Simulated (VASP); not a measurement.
A run of VASP 6.6.1:

File INCAR:

```
SYSTEM = CoO
ALGO = Normal ; EDIFF = 1E-6
ENCUT = 520 ; GGA = PE
ISIF = 2 ; ISMEAR = -1
ISPIN = 2 ; LASPH = .TRUE.
LCHARG = .FALSE. ; LDAU = .TRUE.
LDAUJ = 0 0 ; LDAUL = 2 -1
LDAUPRINT = 1 ; LDAUTYPE = 2
LDAUU = 2 0 ; LMAXMIX = 4
LORBIT = 11 ; LREAL = .FALSE.
LWAVE = .FALSE. ; MAGMOM = 2 0
NBANDS = 18 ; NELM = 150
PREC = Accurate ; SIGMA = 0.05
```

Contents of KPOINTS:

```
k-points
0
G
  12 12 12
  0 0 0
```

File POSCAR:

```
CoO
1.0
   -1.5311134591      1.5021358626      2.1457465678
    1.5311134591     -1.5320993378      2.1671891937
    1.5311134591      1.5320993378     -2.1671891937
Co O
1 1
Direct
    0.0000000000      0.0000000000      0.0000000000
    0.5000000000      0.5000000000      0.0000000000
```

Potentials or basis: VASP PAW PBE potentials, release 64 (Co, O).

Command:

```sh
$ cat potpaw_PBE.64/Co/POTCAR potpaw_PBE.64/O/POTCAR > POTCAR
$ mpirun -np 1 vasp_std > vasp.out
```

Hardware: 1 thread of AMD EPYC 9R45 96-Core Processor (Zen 5), with other jobs on the host.

Problem. How long does it take, and how much memory?

Solution. Wall time 6.2 min on 1 thread of AMD EPYC 9R45 96-Core Processor (Zen 5), with other jobs on the host, peak memory 0.33 GiB. Counts: scf iterations 24, k points 476.
